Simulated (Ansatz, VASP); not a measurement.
**SiC in VASP and in Ansatz**

Contents of POSCAR:

```
SiC
1.0
    3.1391061337      0.0000000000      0.0000000000
   -1.5695530668      2.7185456570      0.0000000000
    0.0000000000      0.0000000000     10.0433124089
Si C
4 4
Direct
    0.0000000000      0.0000000000     -0.0006527018
    0.3333333333      0.6666666667      0.2494399502
    0.0000000000      0.0000000000      0.4993472982
    0.6666666667      0.3333333333      0.7494399502
    0.0000000000      0.0000000000      0.1877176221
    0.3333333333      0.6666666667      0.4384951295
    0.0000000000      0.0000000000      0.6877176221
    0.6666666667      0.3333333333      0.9384951295
```

The input INCAR.step1:

```
PREC = Accurate
ENCUT = 520
ISMEAR = 0
SIGMA = 0.01
LREAL = False
LASPH = True
NELM = 60
NBANDS = 26
GGA = PE
ALGO = Normal
EDIFF = 1E-4
LWAVE = True
LCHARG = False
```

File INCAR.step2:

```
PREC = Accurate
ENCUT = 520
EDIFF = 1E-6
ISMEAR = 0
SIGMA = 0.01
LREAL = False
LASPH = True
NELM = 60
ALGO = Normal
ISIF = 2
LWAVE = False
LCHARG = False
METAGGA = R2SCAN
LMIXTAU = True
NBANDS = 26
ISTART = 1
```

File KPOINTS:

```
regular mesh
0
Gamma
  12 12 4
```

Input for Ansatz:

```yaml
crystal:
  lattice:
    - [3.1391061337, 0.0, 0.0]
    - [-1.5695530668, 2.718545657, 0.0]
    - [0.0, 0.0, 10.0433124089]
  atoms:
    - { symbol: Si, position: [0.0, 0.0, -0.0006527018] }
    - { symbol: Si, position: [0.3333333333, 0.6666666667, 0.2494399502] }
    - { symbol: Si, position: [0.0, 0.0, 0.4993472982] }
    - { symbol: Si, position: [0.6666666667, 0.3333333333, 0.7494399502] }
    - { symbol: C, position: [0.0, 0.0, 0.1877176221] }
    - { symbol: C, position: [0.3333333333, 0.6666666667, 0.4384951295] }
    - { symbol: C, position: [0.0, 0.0, 0.6877176221] }
    - { symbol: C, position: [0.6666666667, 0.3333333333, 0.9384951295] }
kpoints:
  mp_grid: { grid: [12, 12, 4] }
  band_path:
    path:
      - [0.0, 0.0, 0.0]
      - [0.5, 0.0, 0.0]
      - [0.3333333333, 0.3333333333, 0.0]
      - [0.0, 0.0, 0.5]
      - [0.5, 0.0, 0.5]
      - [0.3333333333, 0.3333333333, 0.5]
      - [0.0, 0.5, 0.0]
    npoints: 1
hamiltonian:
  xc: r2scan
scf:
  occupations: { method: fixed }
  n_extra_bands: 6
output:
  forces: true
  stress: true
  eigenvalues: true
  write_density: true
  write_potential: true
  elf: true
  volumetric_format: npy
```

Change from the starting cell: epitaxial_xy strain +2.0%.

Alike in both runs: task single point; functional r2SCAN; k mesh 12 × 12 × 4; no spin polarisation.

|  | VASP | Ansatz |
| --- | --- | --- |
| version | VASP 6.6.1 | Ansatz 0.2.0 |
| potentials or method | VASP PAW PBE potentials, release 64 (Si, C) | plane waves, PAW |
| plane-wave cutoff (eV) | 520 | 500 |
| occupations | gaussian, width 0.01 eV | fixed |
| valence electrons in the cell | 32 | 32 |

|  | VASP | Ansatz | Ansatz less VASP |
| --- | --- | --- | --- |
| gap on the k mesh at the Fermi level (eV) | 2.53 | 2.52 | -0.007 |
| pressure (GPa) | -7.8 | -7.7 | +0.15 |
| traceless stress, the component that is largest in VASP (GPa) | 7.67 | 7.63 | -0.049 |

VASP's potentials were made for PBE, not for r2SCAN.
